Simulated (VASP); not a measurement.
A run of VASP 6.6.1 is set up as follows.

Contents of INCAR:

```
ALGO = Normal
DIPOL = 0.5 0.5 0.328
EDIFF = 1E-6
ENCUT = 520
GGA = PE
IDIPOL = 3
ISIF = 2
ISMEAR = 0
LASPH = T
LCHARG = F
LDIPOL = T
LREAL = Auto
LWAVE = F
NBANDS = 129
NELM = 100
PREC = Accurate
SIGMA = 0.1
```

File KPOINTS:

```
k-points
0
Gamma
  4 4 1
```

File POSCAR:

```
Mo16S
1.0
    6.3209357480      0.0000000000      0.0000000000
    0.0000000000      6.3209357480      0.0000000000
    0.0000000000      0.0000000000     20.0883894757
Mo S
16 1
Direct
    0.2500000000      0.2500000000      0.1991199944
    0.2500000000      0.7500000000      0.1991199944
    0.7500000000      0.2500000000      0.1991199944
    0.7500000000      0.7500000000      0.1991199944
    0.0000000000      0.0000000000      0.2777840375
    0.0000000000      0.5000000000      0.2777840375
    0.5000000000      0.0000000000      0.2777840375
    0.5000000000      0.5000000000      0.2777840375
    0.2500000000      0.2500000000      0.3589730511
    0.2500000000      0.7500000000      0.3589730511
    0.7500000000      0.2500000000      0.3589730511
    0.7500000000      0.7500000000      0.3589730511
    0.0000000000      0.0000000000      0.4275300161
    0.0000000000      0.5000000000      0.4275300161
    0.5000000000      0.0000000000      0.4275300161
    0.5000000000      0.5000000000      0.4275300161
    0.0000000000      0.1875000000      0.5210838275
```

Potentials or basis: VASP PAW PBE potentials, release 64 (Mo_sv, S).

Command:

```bash
$ cat potpaw_PBE.64/Mo_sv/POTCAR potpaw_PBE.64/S/POTCAR > POTCAR
$ mpirun -np 1 vasp_std > vasp.out
```

Task: What does it give for the largest force?

Result: 2.052 eV/Å.

Task: Estimate the band gap on the k mesh.

Result: Zero (band 115 reaches 1.65 eV, above the bottom of band 116 at 1.16 eV).

Forces on the atoms (eV/Å):
```
Mo   0.024  0.016  1.870
Mo   0.074 -0.017  1.759
Mo  -0.024  0.016  1.870
Mo  -0.074 -0.017  1.759
Mo   0.000 -0.029 -1.987
Mo   0.000  0.036 -1.803
Mo   0.000 -0.045 -1.873
Mo   0.000  0.063 -2.051
Mo   0.451  0.215 -0.608
Mo   0.674 -0.294 -0.305
Mo  -0.451  0.215 -0.608
Mo  -0.674 -0.294 -0.305
Mo   0.000 -0.261  0.966
Mo   0.000 -0.573  1.272
Mo   0.000  0.021 -0.018
Mo   0.000 -0.111  0.066
S    0.000  1.058 -0.006
```
